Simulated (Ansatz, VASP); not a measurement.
ZrZnN in VASP and in Ansatz

Contents of INCAR:

```
SYSTEM = ZrZnN
PREC = Accurate
ENCUT = 600
EDIFF = 1E-7
ISMEAR = 0
SIGMA = 0.1
LREAL = .False.
LASPH = .True.
NELM = 80
ALGO = Normal
ISIF = 3
LWAVE = .False.
LCHARG = .False.
GGA = PE
IBRION = 2
NSW = 90
EDIFFG = -0.04
```

File KPOINTS:

```
regular mesh
0
Gamma
  6 6 4
  0 0 0
```

POSCAR

```
ZrZnN
1.0
    1.9666565400     -1.9874036700      0.0000000000
    1.9666565400      1.9874036700      0.0000000000
    0.0000000000      0.0000000000      5.7033836400
Zr Zn N
1 1 1
Direct
    0.5000000000      0.5000000000      0.0000000000
    0.0000000000      0.0000000000      0.5000000000
    0.5000000000      0.5000000000      0.5000000000
```

Input for Ansatz:

```yaml
crystal:
  lattice:
    - [1.96665654, -1.98740367, 0.0]
    - [1.96665654, 1.98740367, 0.0]
    - [0.0, 0.0, 5.70338364]
  atoms:
    - { symbol: Zr, position: [0.5, 0.5, 0.0] }
    - { symbol: Zn, position: [0.0, 0.0, 0.5] }
    - { symbol: "N", position: [0.5, 0.5, 0.5] }
basis:
  ecutwfc: 420
kpoints:
  mp_grid: { grid: [6, 6, 4] }
hamiltonian:
  xc: pbe
scf:
  occupations: { method: gaussian, width: 0.1 }
  lower_state_search: "off"
output:
  forces: true
  stress: true
  eigenvalues: true
relax:
  adjacent_minimum: "off"
  f_tol: 0.04
  max_steps: 70
  cell: { stress_tol: 0.4 }
```

Alike in both runs: task relaxation of cell and atoms; functional PBE; k mesh 6 × 6 × 4; occupations gaussian, width 0.1 eV; no spin polarisation.

|  | VASP | Ansatz |
| --- | --- | --- |
| version | VASP 6.6.1 | Ansatz 0.2.0 |
| potentials or method | VASP PAW PBE potentials, release 64 (Zr_sv, Zn, N), cutoff 600 eV | scalar-relativistic, plane waves, PAW |
| valence electrons in the cell | 29 | 29 |

```tsv
	VASP	Ansatz	Ansatz less VASP
gap on the k mesh at the Fermi level, each at its own relaxed structure (eV)	none	none	-
relaxed volume (Å³/atom)	14.41	14.35	-0.067
relaxed cell length with the largest relative difference (Å)	3.162	3.156	-0.0062
```

A gap of «none» marks a metal or a gap that the smearing closes.

The k mesh is coarse, so the values compare programs but aren't converged.
